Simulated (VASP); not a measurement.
A run of VASP 6.6.1 is set up as follows.

Contents of INCAR:

```
SYSTEM = Mo6F
ALGO     = Normal         ! electronic algorithm
DIPOL    = 0.5 0.5 0.337
EDIFF    = 1E-6           ! SCF threshold, eV
ENCUT    = 520            ! plane-wave cutoff, eV
GGA      = PE             ! functional
IDIPOL   = 3            
ISIF     = 2              ! what is computed and relaxed
ISMEAR   = 0              ! smearing method
LASPH    = .TRUE.         ! aspherical terms in the spheres
LCHARG   = .TRUE.         ! write CHGCAR
LDIPOL   = .TRUE.       
LELF     = .TRUE.         ! ELF
LREAL    = .FALSE.        ! projectors in reciprocal space
LVACPOTAV= .TRUE.       
LVHAR    = .TRUE.       
LWAVE    = .FALSE.        ! write WAVECAR
NBANDS   = 54             ! bands
NELM     = 100            ! most SCF steps
PREC     = Accurate       ! precision mode
SIGMA    = 0.1            ! smearing width, eV
```

The input KPOINTS:

```
k-points
0
G
  6 6 1
  0 0 0
```

POSCAR

```
Mo6F
1.0
    4.4695765307      0.0000000000      0.0000000000
   -2.2347882654      3.8707668198      0.0000000000
    0.0000000000      0.0000000000     19.7595667302
Mo F
6 1
Direct
    0.6666666667      0.3333333333      0.2024335885
    0.3333333334      0.6666666667      0.2486060831
    0.0000000000      0.0000000000      0.2947785778
    0.6666666667      0.3333333333      0.3368821123
    0.3333333334      0.6666666667      0.3779725567
    0.0000000000      0.0000000000      0.4180034331
    0.2222222222      0.4444444444      0.4811358056
```

Potentials or basis: VASP PAW PBE potentials, release 64 (Mo_sv, F).

Run with:

```sh
$ cat potpaw_PBE.64/Mo_sv/POTCAR potpaw_PBE.64/F/POTCAR > POTCAR
$ mpirun -np 1 vasp_std > vasp.out
```

(1) What does it give for the largest force?

(2) What does it give for the band gap on the k mesh?

## Answers

(1) 1.715 eV/Å.

(2) zero (an odd number of electrons rules out a gap without spin polarisation).

Caveat: an odd number of electrons without spin polarisation forces a metal; a magnetic or distorted state may lie lower.
